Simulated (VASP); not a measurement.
# C (P6_3/mmc) in VASP: notebook

Runs on C. Level: BLYP. Tasks: single point, relaxation of cell and atoms.

Program: VASP 6.6.1. These are calculated values, not measurements. Logs are shortened: lines on timing, memory, paths and dates and some standing lists are left out, and cuts for length are marked.

## Step 1: The cell of the first run

Symmetry: P6_3/mmc, No. 194, hexagonal system. Conventional cell: a = 2.530 Å, b = 2.530 Å, c = 4.211 Å, α = 90.00°, β = 90.00°, γ = 120.00°. Within 2.1 Å of C (site symmetry 3m) lie 4 C at 1.55 to 1.58 Å.

## Step 2: Single point, BLYP

Contents of INCAR:

```
SYSTEM = C
PREC = Accurate
ENCUT = 520
EDIFF = 1E-6
ISMEAR = -1
SIGMA = 0.05
LREAL = .False.
LASPH = .True.
NELM = 100
ALGO = Normal
ISIF = 2
LWAVE = .False.
LCHARG = .True.
GGA = B5
ALDAX = 1.0
AGGAX = 1.0
AGGAC = 1.0
ALDAC = 0.0
LELF = .True.
LVHAR = .True.
NBANDS = 16
```

Contents of KPOINTS:

```
Automatic mesh
0
Gamma
  8 8 4
  0 0 0
```

Contents of POSCAR:

```
C
1.0
    2.5299469697      0.0000000000      0.0000000000
   -1.2649734849      2.1909983460      0.0000000000
    0.0000000000      0.0000000000      4.2110452283
C
4
Direct
    0.3333333333      0.6666666667      0.0626028893
    0.6666666667      0.3333333333      0.5626028893
    0.3333333333      0.6666666667      0.4373971107
    0.6666666667      0.3333333333      0.9373971107
```

Potentials or basis: VASP PAW PBE potentials, release 64 (C).

Launch:

```bash
> cat potpaw_PBE.64/C/POTCAR > POTCAR
> mpirun -np 1 vasp_std > vasp.out
```

OUTCAR:

```text
SYSTEM = C
   PREC = Accurate
   ENCUT = 520
   EDIFF = 1E-6
   ISMEAR = -1
   LREAL = .False.
   LASPH = .True.
   NELM = 100
   ISIF = 2
   GGA = B5

 ion  position               nearest neighbor table
   1  0.333  0.667  0.063-   4 1.55   4 1.55   4 1.55   3 1.58
   2  0.667  0.333  0.563-   3 1.55   3 1.55   3 1.55   4 1.58
   3  0.333  0.667  0.437-   2 1.55   2 1.55   2 1.55   1 1.58
   4  0.667  0.333  0.937-   1 1.55   1 1.55   1 1.55   2 1.58

  LATTYP: Found a hexagonal cell.
 ALAT       =     2.5299469697
 C/A-ratio  =     1.6644796427

  Lattice vectors:

 A1 = (   2.5299469697,   0.0000000000,   0.0000000000)
 A2 = (  -1.2649734849,   2.1909983460,   0.0000000000)
 A3 = (   0.0000000000,   0.0000000000,   4.2110452283)

Analysis of symmetry for initial positions (statically):
=====================================================================
 Subroutine PRICEL returns:
 Original cell was already a primitive cell.

 Routine SETGRP: Setting up the symmetry group for a
 hexagonal supercell.

 Subroutine GETGRP returns: Found 24 space group operations
 (whereof 12 operations were pure point group operations)
 out of a pool of 24 trial point group operations.

The static configuration has the point symmetry D_3d.
 The point group associated with its full space group is D_6h.

Analysis of symmetry for dynamics (positions and initial velocities):
=====================================================================
 Subroutine PRICEL returns:
 Original cell was already a primitive cell.

 Routine SETGRP: Setting up the symmetry group for a
 hexagonal supercell.

 Subroutine GETGRP returns: Found 24 space group operations
 (whereof 12 operations were pure point group operations)
 out of a pool of 24 trial point group operations.

The dynamic configuration has the point symmetry D_3d.
 The point group associated with its full space group is D_6h.

 Subroutine INISYM returns: Found 24 space group operations
 (whereof 12 operations are pure point group operations),
 and found     1 'primitive' translations

----------------------------------------------------------------------------------------

                                     Primitive cell

  volume of cell :      23.3423

  direct lattice vectors                    reciprocal lattice vectors
     2.529946970  0.000000000  0.000000000     0.395265202  0.228206471  0.000000000
    -1.264973485  2.190998346  0.000000000     0.000000000  0.456412942  0.000000000
     0.000000000  0.000000000  4.211045228     0.000000000  0.000000000  0.237470734

  length of vectors
     2.529946970  2.529946970  4.211045228     0.456412942  0.456412942  0.237470734

  position of ions in fractional coordinates (direct lattice)
     0.333333333  0.666666667  0.062602889
     0.666666667  0.333333333  0.562602889
     0.333333333  0.666666667  0.437397111
     0.666666667  0.333333333  0.937397111

  ion indices of the primitive-cell ions
   primitive index   ion index
                 1           1
                 2           2
                 3           3
                 4           4

----------------------------------------------------------------------------------------

 KPOINTS: Automatic mesh

Automatic generation of k-mesh.
 Grid dimensions read from file:
 generate k-points for:    8    8    4

 Generating k-lattice:

  Cartesian coordinates                     Fractional coordinates (reciprocal lattice)
     0.049408150  0.028525809  0.000000000     0.125000000  0.000000000  0.000000000
     0.000000000  0.057051618  0.000000000     0.000000000  0.125000000  0.000000000
     0.000000000  0.000000000  0.059367683     0.000000000  0.000000000  0.250000000

  Length of vectors
     0.057051618  0.057051618  0.059367683

  Shift w.r.t. Gamma in fractional coordinates (k-lattice)
     0.000000000  0.000000000  0.000000000

 Subroutine IBZKPT returns following result:
 ===========================================

 Found     30 irreducible k-points:

 Following reciprocal coordinates:
            Coordinates               Weight
  0.000000  0.000000  0.000000      1.000000
  0.125000  0.000000  0.000000      6.000000
  0.250000  0.000000  0.000000      6.000000
  0.375000 -0.000000  0.000000      6.000000
  0.500000  0.000000  0.000000      3.000000
  0.125000  0.125000  0.000000      6.000000
[... 16 lines left out ...]
  0.250000  0.000000  0.500000      6.000000
  0.375000 -0.000000  0.500000      6.000000
 [... further k-points ...]
   k-points           NKPTS =     30   k-points in BZ     NKDIM =     30   number of bands    NBANDS=     16
   number of dos      NEDOS =    301   number of ions     NIONS =      4
   total plane-waves  NPLWV =  12800
   dimension x,y,z NGX =    20 NGY =   20 NGZ =   32
   dimension x,y,z NGXF=    40 NGYF=   40 NGZF=   64
   ions per type =               4
   NGX,Y,Z   is equivalent  to a cutoff of  13.14, 13.14, 12.63 a.u.
   NGXF,Y,Z  is equivalent  to a cutoff of  26.28, 26.28, 25.27 a.u.
 SYSTEM =  C
   PREC   = accura    normal or accurate (medium, high low for compatibility)
   ISTART =      0    job   : 0-new  1-cont  2-samecut
   ICHARG =      2    charge: 1-file 2-atom 10-const
   ISPIN  =      1    spin polarized calculation?
   LNONCOLLINEAR =      F non collinear calculations
   LSORBIT =      F    spin-orbit coupling
   LASPH  =      T    aspherical Exc in radial PAW
   ENCUT  =  520.0 eV  38.22 Ry    6.18 a.u.   4.70  4.70  7.83*2*pi/ulx,y,z
   NELM   =    100;   NELMIN=  2; NELMDL= -5     # of ELM steps
   EDIFF  = 0.1E-05   stopping-criterion for ELM
   LREAL  =      F    real-space projection
   EDIFFG = 0.1E-04   stopping-criterion for IOM
   NSW    =      0    number of steps for IOM
   IBRION =     -1    ionic relax: 0-MD 1-quasi-New 2-CG
   NFREE  =      0    steps in history (QN), initial steepest desc. (CG)
   ISIF   =      2    stress and relaxation
   ISYM   =      2    0-nonsym 1-usesym 2-fastsym
   POTIM  = 0.5000    time-step for ionic-motion
   TEBEG  =    0.0;   TEEND  =   0.0 temperature during run
   PSTRESS=    0.0 pullay stress
   NELECT =      16.0000    total number of electrons
   NUPDOWN=      -1.0000    fix difference up-down
   EMIN   =  10.00;   EMAX   =-10.00  energy-range for DOS
   EFERMI =   0.00;   METHOD = LEGACY
   ISMEAR =    -1;   SIGMA  =   0.05  broadening in eV -4-tet -1-fermi 0-gaus
   EFERMI_NEDOS =   21; number of points for ismear=-14 and -15
   IALGO  =     38    algorithm
   IMIX   =      4    mixing-type and parameters
     AMIX     =   0.40;   BMIX     =  1.00
     AMIX_MAG =   1.60;   BMIX_MAG =  1.00
  volume/ion in A,a.u.               =       5.84        39.38
  Fermi-wavevector in a.u.,A,eV,Ry     =   1.443445  2.727716 28.348210  2.083535
  Thomas-Fermi vector in A             =   2.561852
   LORBIT       =      0    0 simple, 1 ext, 2 COOP (PROOUT), +10 PAW based schemes
   GGA     = B5    functional components
   LHFCALC =     F    Hartree Fock is set to
   AEXX    =    0.0000 exact exchange contribution
   IVDW    =     0    specifies the selected vdW correction
   LEPSILON=     F    determine dielectric tensor
   LRPA    =     F    only Hartree local field effects (RPA)
 non-spin polarized calculation
  energy-cutoff  :      520.00
  volume of cell :       23.34
 maximum number of plane-waves:       640
 NGX is ok and might be reduce to    20
   NGX =  9   NGY =  9   NGZ = 15

 number of electron      16.0000001 magnetization

 Free energy of the ion-electron system (eV)
  ---------------------------------------------------
  ext. energy  EPLUGINS =         0.00000000
  ---------------------------------------------------
  free energy    TOTEN  =       -33.34708527 eV

  energy without entropy =      -33.34708527  energy(sigma->0) =      -33.34708527

 E-fermi :  10.9276     XC(G=0): -12.4040

 val. band max:        9.8572843189   @ k =   0.0000   0.0000   0.0000
 cond. band min:      14.0394308638   @ k =   0.3750   0.2500   0.0000
 fundamental gap:      4.1821465449
 Fermi energy:        10.9276108910

 k-point     1 :       0.0000    0.0000    0.0000
  band No.  band energies     occupation
      1     -11.2336      2.00000
      2      -5.8984      2.00000
      3      -3.1992      2.00000
      4       6.9378      2.00000
      5       6.9378      2.00000
      6       9.4541      2.00000
[... 8 lines left out ...]
     15      23.2956      0.00000
     16      27.0559      0.00000

 k-point     2 :       0.1250    0.0000    0.0000
  band No.  band energies     occupation
      1     -10.8561      2.00000
      2      -5.5570      2.00000
      3      -2.8572      2.00000
      4       5.2400      2.00000
      5       6.2518      2.00000
      6       8.4140      2.00000
[... 8 lines left out ...]
     15      23.7832      0.00000
     16      26.5849      0.00000

 k-point     3 :       0.2500    0.0000    0.0000
  band No.  band energies     occupation
      1      -9.7359      2.00000
      2      -4.5422      2.00000
      3      -1.9261      2.00000
      4       1.9290      2.00000
      5       5.0053      2.00000
      6       5.4967      2.00000
[... 8 lines left out ...]
     15      24.8134      0.00000
     16      24.8242      0.00000

 k-point     4 :       0.3750   -0.0000    0.0000
  band No.  band energies     occupation
      1      -7.9335      2.00000
      2      -2.8980      2.00000
      3      -2.1520      2.00000
      4       0.1865      2.00000
      5       2.4215      2.00000
      6       4.0587      2.00000
[... 8 lines left out ...]
     15      25.0534      0.00000
     16      27.2995      0.00000
[... 324 lines left out ...]
 k-point    22 :       0.1250    0.0000    0.5000
  band No.  band energies     occupation
      1      -9.2363      2.00000
      2      -9.2363      2.00000
      3       3.3361      2.00000
      4       3.3361      2.00000
      5       6.5361      2.00000
      6       6.5361      2.00000
[... 8 lines left out ...]
     15      24.2863      0.00000
     16      24.2863      0.00000

 k-point    23 :       0.2500    0.0000    0.5000
  band No.  band energies     occupation
      1      -8.1369      2.00000
      2      -8.1369      2.00000
      3       2.7249      2.00000
      4       2.7249      2.00000
      5       4.4887      2.00000
      6       4.4887      2.00000
[... 8 lines left out ...]
     15      24.1256      0.00000
     16      24.1256      0.00000

 k-point    24 :       0.3750   -0.0000    0.5000
  band No.  band energies     occupation
      1      -6.3780      2.00000
      2      -6.3780      2.00000
      3      -0.3939      2.00000
      4      -0.3939      2.00000
      5       4.9619      2.00000
      6       4.9619      2.00000
[... 8 lines left out ...]
     15      25.0967      0.00000
     16      25.0967      0.00000

 [... further k-points ...]
[... 5 lines left out ...]
  --------------------------------------------------------------------------------------
  -------------------------------------------------------------------------------------
  Total        0.0963741      0.0963741      0.0866042     -0.0000000      0.0000000     -0.0000000
  in kB        6.6149682      6.6149682      5.9443752     -0.0000000      0.0000000     -0.0000000
  external PRESSURE =       6.3914372 kB  Pullay stress =       0.0000000 kB

 VOLUME and BASIS-vectors are now :
 -----------------------------------------------------------------------------
  energy-cutoff  :      520.00
  volume of cell :       23.34
      direct lattice vectors                 reciprocal lattice vectors
     2.529946970  0.000000000  0.000000000     0.395265202  0.228206471  0.000000000
    -1.264973485  2.190998346  0.000000000     0.000000000  0.456412942  0.000000000
     0.000000000  0.000000000  4.211045228     0.000000000  0.000000000  0.237470734

 POSITION                                       TOTAL-FORCE (eV/Angst)
 -----------------------------------------------------------------------------------
     -0.00000      1.46067      0.26362         0.000000     -0.000000      0.000777
      1.26497      0.73033      2.36915        -0.000000      0.000000      0.000777
     -0.00000      1.46067      1.84190         0.000000     -0.000000     -0.000777
      1.26497      0.73033      3.94742        -0.000000      0.000000     -0.000777
 -----------------------------------------------------------------------------------
    total drift:                               -0.000000      0.000000     -0.000000

  FREE ENERGIE OF THE ION-ELECTRON SYSTEM (eV)
  ---------------------------------------------------
  free  energy   TOTEN  =       -33.3470852727 eV

  energy  without entropy=      -33.3470852726  energy(sigma->0) =      -33.34708527
```

It took 14 s on 1 thread of Intel Xeon Platinum 8488C (Sapphire Rapids), shared host; peak memory 0.13 GiB.

What came out:

* Free energy: -33.3471 eV
* Pressure: 0.6 GPa
* Band gap on the k mesh: 4.18 eV, indirect (least direct gap 5.12 eV)

Levels at points of the mesh, in eV from the valence-band top:
| k point | band 5 | band 6 | band 7 | band 8 | band 9 | band 10 | band 11 | band 12 |
| --- | --- | --- | --- | --- | --- | --- | --- | --- |
| (0.00, 0.00, 0.00) | -2.92 | -0.40 | 0.00 | 0.00 | 5.12 | 5.12 | 5.42 | 8.02 |
| (0.50, 0.00, 0.00) | -8.79 | -6.14 | -5.54 | -2.99 | 4.79 | 8.36 | 8.40 | 8.45 |
| (0.00, 0.00, 0.50) | -1.74 | -1.74 | -1.74 | -1.74 | 7.31 | 7.31 | 7.31 | 7.31 |
| (0.50, 0.00, 0.50) | -4.84 | -4.84 | -4.57 | -4.57 | 6.12 | 6.12 | 6.69 | 6.69 |

Caveat: the PAW data sets were made with another functional, which shifts forces and pressure a little. As with any semilocal functional, this BLYP gap is likely too small.

(Continued in part 2 of 2.)
